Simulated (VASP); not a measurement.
# Al in VASP: a series of runs

The runs below take Al through single point, with PBEsol.

All numbers are computed with VASP 6.6.1; they aren't measurements. Logs are shortened: lines on timing, memory, paths and dates and some standing lists are left out, and cuts for length are marked.

**1. The cell of the first run**

The cell holds a slab with vacuum, 16 atoms: a = 5.728 Å, b = 5.728 Å, c = 17.075 Å, α = 90.00°, β = 90.00°, γ = 90.00°.

**2. Single point, PBEsol**

INCAR reads:

```
SYSTEM = Al
PREC = Accurate
ENCUT = 520
EDIFF = 1E-6
ISMEAR = -1
SIGMA = 0.15
LREAL = Auto
LASPH = .True.
NELM = 80
ALGO = Normal
ISIF = 2
LWAVE = .False.
LCHARG = .True.
GGA = PS
LELF = .True.
LVHAR = .True.
NBANDS = 38
```

KPOINTS reads:

```
Automatic mesh
0
Gamma
  3 3 1
  0 0 0
```

POSCAR reads:

```
Al
1.0
    5.7275650000      0.0000000000      0.0000000000
    0.0000000000      5.7275650000      0.0000000000
    0.0000000000      0.0000000000     17.0750000000
Al
16
Direct
    0.2500015277      0.2500015277      0.0585651537
    0.7500045831      0.2500015277      0.0585651537
    0.2500015277      0.7500045831      0.0585651537
    0.7500045831      0.7500045831      0.0585651537
    0.0292270799     -0.0146309994      0.1795139092
    0.5263144111     -0.0268525979      0.1799765739
    0.1241539817      0.5123992482      0.1815988287
    0.6100498205      0.4195849371      0.1872327965
    0.4130551116      0.1050359097      0.3294816984
    0.9145247588      0.2185571006      0.3128960469
    0.4674412250      0.6391896033      0.3337569546
    0.9678458472      0.6921440438      0.3135871157
    0.2008183233     -0.1942012007      0.4472796486
    0.7239027405     -0.1397627089      0.4359882870
    0.1297235387      0.3408429237      0.4381024890
    0.6903108040      0.3709080560      0.4430922401
```

Potentials or basis: VASP PAW PBE potentials, release 64 (Al).

Command:

```sh
> cat potpaw_PBE.64/Al/POTCAR > POTCAR
> mpirun -np 1 vasp_std > vasp.out
```

OUTCAR:

```text
SYSTEM = Al
   PREC = Accurate
   ENCUT = 520
   EDIFF = 1E-6
   ISMEAR = -1
   LREAL = Auto
   LASPH = .True.
   NELM = 80
   ISIF = 2
   GGA = PS

 ion  position               nearest neighbor table
   1  0.250  0.250  0.059-   7 2.68   5 2.86   2 2.86   3 2.86   2 2.86   3 2.86   6 3.05   8 3.17

   2  0.750  0.250  0.059-   8 2.53   4 2.86   1 2.86   4 2.86   1 2.86   6 2.91   5 3.02   7 3.36

   3  0.250  0.750  0.059-   7 2.60   5 2.77   1 2.86   4 2.86   4 2.86   1 2.86   6 2.90
   4  0.750  0.750  0.059-   6 2.75   3 2.86   2 2.86   2 2.86   3 2.86   5 2.94   8 3.01   7 3.30

   5  0.029  0.985  0.180-  10 2.72   7 2.76   3 2.77   6 2.85   1 2.86  12 2.86   6 2.88   4 2.94
                             2 3.02   7 3.07
   6  0.526  0.973  0.180-   8 2.60   9 2.74   4 2.75   5 2.85   5 2.88   3 2.90   2 2.91   1 3.05
                             8 3.21  11 3.27
   7  0.124  0.512  0.182-   3 2.60  12 2.63   1 2.68   5 2.76   8 2.83   8 2.99  10 3.05   5 3.07
                             4 3.30  11 3.34   2 3.36
   8  0.610  0.420  0.187-   2 2.53   6 2.60   7 2.83  11 2.92   7 2.99  10 3.00   4 3.01   1 3.17
                             6 3.21   9 3.23  12 3.36
   9  0.413  0.105  0.329-  11 2.69   6 2.74  15 2.81  14 2.91  13 2.91  16 2.93  10 2.94  10 2.96
                            11 3.08   8 3.23
  10  0.915  0.219  0.313-  15 2.57  16 2.71   5 2.72  12 2.73   9 2.94   9 2.96   8 3.00  12 3.03
                             7 3.05  14 3.13
  11  0.467  0.639  0.334-  14 2.61  13 2.65   9 2.69  16 2.73  12 2.90  12 2.90   8 2.92   9 3.08
                            15 3.14   6 3.27   7 3.34
  12  0.968  0.692  0.314-   7 2.63  14 2.69  13 2.72  10 2.73   5 2.86  11 2.90  11 2.90  10 3.03
                            15 3.07  16 3.29   8 3.36
  13  0.201  0.806  0.447-  11 2.65  15 2.70  12 2.72  14 2.76   9 2.91  14 3.02  15 3.10
  14  0.724  0.860  0.436-  11 2.61  12 2.69  13 2.76  16 2.81   9 2.91  16 2.93  13 3.02  10 3.13

  15  0.130  0.341  0.438-  16 2.52  10 2.57  13 2.70   9 2.81  12 3.07  13 3.10  11 3.14  16 3.22

  16  0.690  0.371  0.443-  15 2.52  10 2.71  11 2.73  14 2.81   9 2.93  14 2.93  15 3.22  12 3.29

  LATTYP: Found a simple tetragonal cell.
 ALAT       =     5.7275650000
 C/A-ratio  =     2.9811970707

  Lattice vectors:

 A1 = (   5.7275650000,   0.0000000000,   0.0000000000)
 A2 = (   0.0000000000,   5.7275650000,   0.0000000000)
 A3 = (   0.0000000000,   0.0000000000,  17.0750000000)

Analysis of symmetry for initial positions (statically):
=====================================================================
 Subroutine PRICEL returns:
 Original cell was already a primitive cell.

 Routine SETGRP: Setting up the symmetry group for a
 simple tetragonal supercell.

 Subroutine GETGRP returns: Found  1 space group operations
 (whereof  1 operations were pure point group operations)
 out of a pool of 16 trial point group operations.

The static configuration has the point symmetry C_1 .

Analysis of symmetry for dynamics (positions and initial velocities):
=====================================================================
 Subroutine PRICEL returns:
 Original cell was already a primitive cell.

 Routine SETGRP: Setting up the symmetry group for a
 simple tetragonal supercell.

 Subroutine GETGRP returns: Found  1 space group operations
 (whereof  1 operations were pure point group operations)
 out of a pool of 16 trial point group operations.

The dynamic configuration has the point symmetry C_1 .

 Subroutine INISYM returns: Found  1 space group operations
 (whereof  1 operations are pure point group operations),
 and found     1 'primitive' translations

----------------------------------------------------------------------------------------

                                     Primitive cell

  volume of cell :     560.1454

  direct lattice vectors                    reciprocal lattice vectors
     5.727565000  0.000000000  0.000000000     0.174594265  0.000000000  0.000000000
     0.000000000  5.727565000  0.000000000     0.000000000  0.174594265  0.000000000
     0.000000000  0.000000000 17.075000000     0.000000000  0.000000000  0.058565154

  length of vectors
     5.727565000  5.727565000 17.075000000     0.174594265  0.174594265  0.058565154

  position of ions in fractional coordinates (direct lattice)
     0.250001528  0.250001528  0.058565154
     0.750004583  0.250001528  0.058565154
     0.250001528  0.750004583  0.058565154
     0.750004583  0.750004583  0.058565154
     0.029227080  0.985369001  0.179513909
     0.526314411  0.973147402  0.179976574
[... 8 lines left out ...]
     0.129723539  0.340842924  0.438102489
     0.690310804  0.370908056  0.443092240

  ion indices of the primitive-cell ions
   primitive index   ion index
                 1           1
                 2           2
                 3           3
                 4           4
                 5           5
                 6           6
[... 8 lines left out ...]
                15          15
                16          16

----------------------------------------------------------------------------------------

 KPOINTS: Automatic mesh

Automatic generation of k-mesh.
 Grid dimensions read from file:
 generate k-points for:    3    3    1

 Generating k-lattice:

  Cartesian coordinates                     Fractional coordinates (reciprocal lattice)
     0.058198088  0.000000000  0.000000000     0.333333333  0.000000000  0.000000000
     0.000000000  0.058198088  0.000000000     0.000000000  0.333333333  0.000000000
     0.000000000  0.000000000  0.058565154     0.000000000  0.000000000  1.000000000

  Length of vectors
     0.058198088  0.058198088  0.058565154

  Shift w.r.t. Gamma in fractional coordinates (k-lattice)
     0.000000000  0.000000000  0.000000000

 Subroutine IBZKPT returns following result:
 ===========================================

 Found      5 irreducible k-points:

 Following reciprocal coordinates:
            Coordinates               Weight
  0.000000  0.000000  0.000000      1.000000
  0.333333  0.000000  0.000000      2.000000
  0.000000  0.333333  0.000000      2.000000
  0.333333  0.333333  0.000000      2.000000
 -0.333333  0.333333  0.000000      2.000000
   k-points           NKPTS =      5   k-points in BZ     NKDIM =      5   number of bands    NBANDS=     38
   number of dos      NEDOS =    301   number of ions     NIONS =     16
   total plane-waves  NPLWV = 294912
   dimension x,y,z NGX =    48 NGY =   48 NGZ =  128
   dimension x,y,z NGXF=    96 NGYF=   96 NGZF=  256
   ions per type =              16
   NGX,Y,Z   is equivalent  to a cutoff of  13.93, 13.93, 12.46 a.u.
   NGXF,Y,Z  is equivalent  to a cutoff of  27.86, 27.86, 24.92 a.u.
 SYSTEM =  Al
   PREC   = accura    normal or accurate (medium, high low for compatibility)
   ISTART =      0    job   : 0-new  1-cont  2-samecut
   ICHARG =      2    charge: 1-file 2-atom 10-const
   ISPIN  =      1    spin polarized calculation?
   LNONCOLLINEAR =      F non collinear calculations
   LSORBIT =      F    spin-orbit coupling
   LASPH  =      T    aspherical Exc in radial PAW
   ENCUT  =  520.0 eV  38.22 Ry    6.18 a.u.  10.65 10.65 31.75*2*pi/ulx,y,z
   NELM   =     80;   NELMIN=  2; NELMDL= -5     # of ELM steps
   EDIFF  = 0.1E-05   stopping-criterion for ELM
   LREAL  =      T    real-space projection
   EDIFFG = 0.1E-04   stopping-criterion for IOM
   NSW    =      0    number of steps for IOM
   IBRION =     -1    ionic relax: 0-MD 1-quasi-New 2-CG
   NFREE  =      0    steps in history (QN), initial steepest desc. (CG)
   ISIF   =      2    stress and relaxation
   ISYM   =      2    0-nonsym 1-usesym 2-fastsym
   POTIM  = 0.5000    time-step for ionic-motion
   TEBEG  =    0.0;   TEEND  =   0.0 temperature during run
   PSTRESS=    0.0 pullay stress
   NELECT =      48.0000    total number of electrons
   NUPDOWN=      -1.0000    fix difference up-down
   EMIN   =  10.00;   EMAX   =-10.00  energy-range for DOS
   EFERMI =   0.00;   METHOD = LEGACY
   ISMEAR =    -1;   SIGMA  =   0.15  broadening in eV -4-tet -1-fermi 0-gaus
   EFERMI_NEDOS =   21; number of points for ismear=-14 and -15
   IALGO  =     38    algorithm
   IMIX   =      4    mixing-type and parameters
     AMIX     =   0.40;   BMIX     =  1.00
     AMIX_MAG =   1.60;   BMIX_MAG =  1.00
  volume/ion in A,a.u.               =      35.01       236.25
  Fermi-wavevector in a.u.,A,eV,Ry     =   0.721753  1.363915  7.087638  0.520927
  Thomas-Fermi vector in A             =   1.811541
   LORBIT       =      0    0 simple, 1 ext, 2 COOP (PROOUT), +10 PAW based schemes
   GGA     = PS    functional components
   LHFCALC =     F    Hartree Fock is set to
   AEXX    =    0.0000 exact exchange contribution
   IVDW    =     0    specifies the selected vdW correction
   LEPSILON=     F    determine dielectric tensor
   LRPA    =     F    only Hartree local field effects (RPA)
 non-spin polarized calculation
  energy-cutoff  :      520.00
  volume of cell :      560.15
 maximum number of plane-waves:     15083
 NGX is ok and might be reduce to    42
   NGX = 21   NGY = 21   NGZ = 63

 number of electron      48.0000000 magnetization

 Free energy of the ion-electron system (eV)
  ---------------------------------------------------
  ext. energy  EPLUGINS =         0.00000000
  ---------------------------------------------------
  free energy    TOTEN  =       -59.58991418 eV

  energy without entropy =      -59.04706319  energy(sigma->0) =      -59.31848869

 E-fermi :   1.4941     XC(G=0):  -6.1047

 val. band max:        1.4353292193   @ k =   0.0000   0.0000   0.0000
 cond. band min:       1.5197837825   @ k =   0.3333   0.3333   0.0000
 fundamental gap:      0.0844545632
 Fermi energy:         1.4940555234

 k-point     1 :       0.0000    0.0000    0.0000
  band No.  band energies     occupation
      1      -8.4586      2.00000
      2      -7.5910      2.00000
      3      -5.3550      2.00000
      4      -4.3949      2.00000
      5      -4.3688      2.00000
      6      -3.8834      2.00000
[... 28 lines left out ...]
     35       3.5795      0.00000
     36       3.9070      0.00000
[... 124 lines left out ...]
      5      -5.1353      2.00000
      6      -5.0678      2.00000
[... 28 lines left out ...]
     35       4.4391      0.00000
     36       4.5519      0.00000
 [bands above 36 left out]

------------------------ aborting loop because EDIFF is reached ----------------------------------------

  FORCE on cell =-STRESS in cart. coord.  units (eV):
  Direction    XX          YY          ZZ          XY          YZ          ZX
  --------------------------------------------------------------------------------------
  -------------------------------------------------------------------------------------
  Total       -6.9362780     -6.2938092     -4.0030193     -1.3971011      3.5445443     -1.8163471
  in kB      -19.8397551    -18.0021090    -11.4497895     -3.9961121     10.1384189     -5.1952765
  external PRESSURE =     -16.4305512 kB  Pullay stress =       0.0000000 kB

 VOLUME and BASIS-vectors are now :
 -----------------------------------------------------------------------------
  energy-cutoff  :      520.00
  volume of cell :      560.15
      direct lattice vectors                 reciprocal lattice vectors
     5.727565000  0.000000000  0.000000000     0.174594265  0.000000000  0.000000000
     0.000000000  5.727565000  0.000000000     0.000000000  0.174594265  0.000000000
     0.000000000  0.000000000 17.075000000     0.000000000  0.000000000  0.058565154

 POSITION                                       TOTAL-FORCE (eV/Angst)
 -----------------------------------------------------------------------------------
      1.43190      1.43190      1.00000         0.224223     -0.204451      0.270656
      4.29570      1.43190      1.00000         0.361249     -0.306460     -0.258148
      1.43190      4.29570      1.00000         0.320830      0.253670     -0.148787
      4.29570      4.29570      1.00000         0.099418     -0.147009      0.482745
      0.16740      5.64376      3.06520        -0.049743      0.300896     -0.122000
      3.01450      5.57377      3.07310        -0.166057     -0.745580      0.005295
[... 8 lines left out ...]
      0.74300      1.95220      7.48060         1.403019     -0.107280      0.143180
      3.95380      2.12440      7.56580        -0.988413     -0.158615     -0.146238
 -----------------------------------------------------------------------------------
    total drift:                               -0.001848      0.002479     -0.001390

  FREE ENERGIE OF THE ION-ELECTRON SYSTEM (eV)
  ---------------------------------------------------
  free  energy   TOTEN  =       -59.5899141805 eV

  energy  without entropy=      -59.0470631948  energy(sigma->0) =      -59.31848869
```

Wall time 3.7 min (1 thread of Intel Xeon 6975P-C, shared host); peak memory 0.57 GiB.

What came out:

```yaml
Free_energy: -59.5899 eV
Largest_force: 1.490 eV/Å
Band_gap_on_the_k_mesh: zero (band 24 reaches 1.55 eV, above the bottom of band 25 at 1.36 eV)
```

Forces on the atoms (eV/Å):
```
Al   0.224 -0.204  0.271
Al   0.361 -0.306 -0.258
Al   0.321  0.254 -0.149
Al   0.099 -0.147  0.483
Al  -0.050  0.301 -0.122
Al  -0.166 -0.746  0.005
Al  -0.286 -0.595  0.499
Al  -0.266  1.184  0.865
Al   0.006  0.559  0.014
Al  -0.314 -0.703 -0.765
Al  -0.219 -0.826 -1.111
Al  -0.176  0.261 -0.014
Al   0.072  0.605  0.133
Al  -0.023  0.630  0.154
Al   1.403 -0.107  0.143
Al  -0.988 -0.159 -0.146
```

Caveat: the k points lie up to 0.37 Å⁻¹ apart; the PAW data sets were made with another functional, which shifts forces and pressure a little.

**3. Single point, PBEsol**

INCAR reads:

```
SYSTEM = Al
ALGO = Normal
EDIFF = 1E-7
ENCUT = 520
GGA = PS
ISIF = 2
ISMEAR = -1
LASPH = .TRUE.
LCHARG = .TRUE.
LELF = .TRUE.
LREAL = Auto
LVHAR = .TRUE.
LWAVE = .FALSE.
NBANDS = 38
NELM = 100
PREC = Accurate
SIGMA = 0.15
```

KPOINTS reads:

```
k-points
0
G
  3 3 1
  0 0 0
```

POSCAR reads:

```
Al
1.0
    5.7275650000      0.0000000000      0.0000000000
    0.0000000000      5.7275650000      0.0000000000
    0.0000000000      0.0000000000     17.0750000000
Al
16
Direct
    0.2500015277      0.2500015277      0.0585651537
    0.7500045831      0.2500015277      0.0585651537
    0.2500015277      0.7500045831      0.0585651537
    0.7500045831      0.7500045831      0.0585651537
   -0.0060584210     -0.0465119121      0.1742196193
    0.5143721634     -0.0323173984      0.1745065886
    0.1521239829      0.4062110164      0.1939502196
    0.6446194849      0.4882528614      0.1799824305
    0.3958051982      0.1265284637      0.3139912152
    0.8981128979      0.1723245393      0.3142489019
    0.4045523709      0.6398705209      0.3205270864
    0.9197102084      0.6414942476      0.3283162518
    0.2192903965     -0.0807673069      0.4385007321
    0.7027942939     -0.1161401049      0.4421317716
    0.2324024258      0.3811741988      0.4389224012
    0.7553297082      0.4132995435      0.4374816984
```

Potentials or basis: VASP PAW PBE potentials, release 64 (Al).

Command:

```sh
> cat potpaw_PBE.64/Al/POTCAR > POTCAR
> mpirun -np 1 vasp_std > vasp.out
```

It took 3.8 min on 1 thread of Intel Xeon 6975P-C, shared host; peak memory 0.57 GiB.

The run converged. Its results:

| Property | Result |
| --- | --- |
| Free energy | -59.6485 eV |
| Largest force | 1.823 eV/Å |
| Band gap on the k mesh | zero (band 24 reaches 1.61 eV, above the bottom of band 25 at 1.27 eV) |

Forces on the atoms (eV/Å):
```
Al   0.213 -0.248 -0.300
Al   0.269 -0.354 -0.133
Al   0.103 -0.254  0.307
Al   0.099 -0.032 -0.394
Al   0.368 -0.166  0.327
Al  -0.267  0.184  0.038
Al  -0.343  0.729  0.702
Al  -0.357  0.031  1.182
Al   0.375  0.381 -0.125
Al   0.023 -0.706 -0.162
Al   0.545  0.027 -0.436
Al   0.564  0.997 -1.419
Al  -0.519 -0.624  0.012
Al  -0.053  0.478 -0.322
Al   0.062  0.374 -0.092
Al  -1.082 -0.818  0.815
```

Levels at points of the mesh, in eV from the Fermi level:
```csv
k point,band 20,band 21,band 22,band 23,band 24,band 25,band 26,band 27,band 28,band 29
"(0.00, 0.00, 0.00)",-1.36,-1.10,-0.63,-0.52,-0.42,-0.22,-0.03,0.15,0.32,0.38
```

Caveat: the k points lie up to 0.37 Å⁻¹ apart; the PAW data sets were made with another functional, which shifts forces and pressure a little.
